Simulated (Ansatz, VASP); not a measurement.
One calculation of Sc, two programs

The input INCAR:

```
PREC = Accurate ; ENCUT = 520
EDIFF = 1E-7 ; ISMEAR = 0
SIGMA = 0.15 ; LREAL = False
LASPH = True ; NELM = 100
ALGO = Normal ; ISIF = 2
LWAVE = False ; LCHARG = False
GGA = PE ; NBANDS = 12
```

KPOINTS

```
Automatic mesh
0
Gamma
  18 18 18
```

The input POSCAR:

```
Sc
1.0
   -1.9021764596      1.9172054859      1.7008274520
    1.9322345122     -1.9172054859      1.7343785480
    1.9021764596      1.9172054859     -1.7008274520
Sc
1
Direct
    0.0000000000      0.0000000000      0.0000000000
```

Input for Ansatz:

```yaml
crystal:
  lattice:
    - [-1.9021764596, 1.9172054859, 1.700827452]
    - [1.9322345122, -1.9172054859, 1.734378548]
    - [1.9021764596, 1.9172054859, -1.700827452]
  atoms:
    - { symbol: Sc, position: [0.0, 0.0, 0.0] }
basis:
  ecutwfc: 420
kpoints:
  mp_grid: { grid: [18, 18, 18] }
hamiltonian:
  xc: pbe
scf:
  occupations: { method: gaussian, width: 0.15 }
output:
  forces: true
  stress: true
  eigenvalues: true
```

Change from the starting cell: strain +0.0175 x Voigt [0, 0, 0, 0, 1, 0], atoms carried along.

Alike in both runs: task single point; functional PBE; k mesh 18 × 18 × 18; occupations gaussian, width 0.15 eV; no spin polarisation.

|  | VASP | Ansatz |
| --- | --- | --- |
| version | VASP 6.6.1 | Ansatz 0.2.0 |
| potentials or method | VASP PAW PBE potentials, release 64 (Sc_sv), cutoff 520 eV | scalar-relativistic, plane waves, PAW |
| valence electrons in the cell | 11 | 11 |

VASP gave:

- gap on the k mesh at the Fermi level (eV): none
- pressure (GPa): -0.7
- traceless stress, the component that is largest in VASP (GPa): 0.76

Problem. Estimate Ansatz's values.

Solution. gap on the k mesh at the Fermi level (eV): none; pressure (GPa): -0.8; traceless stress, the component that is largest in VASP (GPa): 0.76.

A gap of «none» marks a metal or a gap that the smearing closes.
